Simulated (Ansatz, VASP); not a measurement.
## One calculation of Au, two programs

The input INCAR:

```
SYSTEM = Au
PREC = Accurate
ENCUT = 600
EDIFF = 1E-7
ISMEAR = 0
SIGMA = 0.1
LREAL = .FALSE.
LASPH = .TRUE.
NELM = 100
ALGO = Fast
ISIF = 3
LWAVE = .FALSE.
LCHARG = .FALSE.
GGA = PS
IBRION = 2
NSW = 80
EDIFFG = -0.01
```

Contents of KPOINTS:

```
Automatic mesh
0
G
  18 18 18
  0 0 0
```

File POSCAR:

```
Au
1.0
    0.0000000000      2.0451957214      2.0451957214
    2.0451957214      0.0000000000      2.0451957214
    2.0451957214      2.0451957214      0.0000000000
Au
1
Direct
    0.0000000000      0.0000000000      0.0000000000
```

Input for Ansatz:

```yaml
crystal:
  lattice:
    - [0.0, 2.0451957214, 2.0451957214]
    - [2.0451957214, 0.0, 2.0451957214]
    - [2.0451957214, 2.0451957214, 0.0]
  atoms:
    - { symbol: Au, position: [0.0, 0.0, 0.0] }
basis:
  ecutwfc: 420
kpoints:
  mp_grid: { grid: [18, 18, 18] }
hamiltonian:
  xc: pbesol
scf:
  occupations: { method: gaussian, width: 0.1 }
output:
  forces: true
  stress: true
  eigenvalues: true
relax:
  adjacent_minimum: "off"
  f_tol: 0.01
  max_steps: 60
  cell: { stress_tol: 0.1 }
```

Alike in both runs: task relaxation of cell and atoms; functional PBEsol; k mesh 18 × 18 × 18; occupations gaussian, width 0.1 eV; no spin polarisation.

```csv
,VASP,Ansatz
version,VASP 6.6.1,Ansatz 0.2.0
potentials or method,"VASP PAW PBE potentials, release 64 (Au), cutoff 600 eV","scalar-relativistic, plane waves, PAW"
valence electrons in the cell,11,19
```

Ansatz gave:

* gap on the k mesh at the Fermi level, each at its own relaxed structure (eV): none
* relaxed volume (Å³/atom): 17.03
* relaxed cell length with the largest relative difference (Å): 2.888

Q: Which values does VASP return?

A: gap on the k mesh at the Fermi level, each at its own relaxed structure (eV): none; relaxed volume (Å³/atom): 17.01; relaxed cell length with the largest relative difference (Å): 2.887.

VASP's potentials were made for PBE, not for PBEsol. A gap of «none» marks a metal or a gap that the smearing closes. VASP's potentials hold 11 valence electrons a cell and Ansatz's 19, so a difference there can come from the potentials and not from the codes.

Spin-orbit coupling is off throughout.
